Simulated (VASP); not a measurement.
Input of a VASP 6.6.1 run:

INCAR

```
PREC = Accurate
ENCUT = 600
EDIFF = 1E-6
ISMEAR = 0
SIGMA = 0.05
LREAL = F
LASPH = T
NELM = 120
ALGO = Normal
ISIF = 2
LWAVE = F
LCHARG = F
GGA = PE
IVDW = 13
NBANDS = 11
GGA_COMPAT = F
```

The input KPOINTS:

```
regular mesh
0
Gamma
  8 8 8
```

File POSCAR:

```
MgSe
1.0
    0.0000000000      2.6850739046      2.6850739046
    2.6850739046      0.0000000000      2.6850739046
    2.6850739046      2.6850739046      0.0000000000
Mg Se
1 1
Direct
    0.0000000000      0.0000000000      0.0000000000
    0.5000000000      0.5000000000      0.5000000000
```

Potentials or basis: VASP PAW PBE potentials, release 64 (Mg, Se).

Run with:

```bash
$ cat potpaw_PBE.64/Mg/POTCAR potpaw_PBE.64/Se/POTCAR > POTCAR
$ mpirun -np 1 vasp_std > vasp.out
```

Problem. Estimate the pressure.

Solution. 2.8 GPa.

Problem. Predict the dispersion energy per atom.

Solution. -0.318 eV.

Problem. Estimate the band gap on the k mesh.

Solution. 1.88 eV (least direct gap 2.91 eV).

A k mesh can miss the band edges. A hybrid or GW would open this gap; PBE tends to underestimate it.
